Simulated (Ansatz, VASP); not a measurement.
One calculation of CaO, two programs

Contents of POSCAR:

```
CaO
1.0
    0.0753782745      2.4010018847      2.4010018847
    2.4010018847      0.0753782745      2.4010018847
    2.4010018847      2.4010018847      0.0753782745
Ca O
1 1
Direct
    0.0000000000      0.0000000000      0.0000000000
    0.5000000000      0.5000000000      0.5000000000
```

INCAR.step1

```
SYSTEM = CaO
  ALGO = Normal
  EDIFF = 1E-5
  ENCUT = 1480
  GGA = PE
  GGA_COMPAT = .FALSE.
  ISMEAR = 0
  LASPH = .TRUE.
  LCHARG = .FALSE.
  LREAL = .FALSE.
  LWAVE = .TRUE.
  NBANDS = 15
  NELM = 120
  PREC = Accurate
  SIGMA = 0.01
```

INCAR.step2

```
SYSTEM = CaO
  ALGO = Normal
  EDIFF = 1E-6
  ENCUT = 1480
  GGA_COMPAT = .FALSE.
  ISIF = 2
  ISMEAR = 0
  ISTART = 1
  LASPH = .TRUE.
  LCHARG = .FALSE.
  LMIXTAU = .TRUE.
  LREAL = .FALSE.
  LWAVE = .FALSE.
  METAGGA = R2SCAN
  NBANDS = 15
  NELM = 120
  PREC = Accurate
  SIGMA = 0.01
```

The input KPOINTS:

```
k-points
0
G
  10 10 10
  0 0 0
```

Input for Ansatz:

```yaml
crystal:
  lattice:
    - [0.0753782745, 2.4010018847, 2.4010018847]
    - [2.4010018847, 0.0753782745, 2.4010018847]
    - [2.4010018847, 2.4010018847, 0.0753782745]
  atoms:
    - { symbol: Ca, position: [0.0, 0.0, 0.0] }
    - { symbol: O, position: [0.5, 0.5, 0.5] }
kpoints:
  mp_grid: { grid: [10, 10, 10] }
  band_path:
    path:
      - [0.0, 0.0, 0.0]
      - [0.5, 0.0, 0.5]
      - [0.625, 0.25, 0.625]
      - [0.375, 0.375, 0.75]
      - [0.5, 0.5, 0.5]
      - [0.5, 0.25, 0.75]
      - [0.0, 0.5, 0.5]
    npoints: 1
hamiltonian:
  xc: r2scan
scf:
  occupations: { method: fixed }
  n_extra_bands: 4
output:
  forces: true
  stress: true
  eigenvalues: true
```

Change from the starting cell: epitaxial_111 strain -3.0%.

Alike in both runs: task single point; functional r2SCAN; k mesh 10 × 10 × 10; no spin polarisation.

```csv
,VASP,Ansatz
version,VASP 6.6.1,Ansatz 0.2.0
potentials or method,"VASP PAW PBE potentials, release 64 (Ca_sv, O_h)","plane waves, PAW"
plane-wave cutoff (eV),1480,500
occupations,"gaussian, width 0.01 eV",fixed
valence electrons in the cell,16,16
```

VASP gave:

```
gap on the k mesh at the Fermi level (eV)                     : 4.10
pressure (GPa)                                                : 6.7
traceless stress, the component that is largest in VASP (GPa) : -2.72
```

Estimate Ansatz's values.

gap on the k mesh at the Fermi level (eV): 4.11; pressure (GPa): 5.5; traceless stress, the component that is largest in VASP (GPa): -2.75.

VASP's potentials were made for PBE, not for r2SCAN.
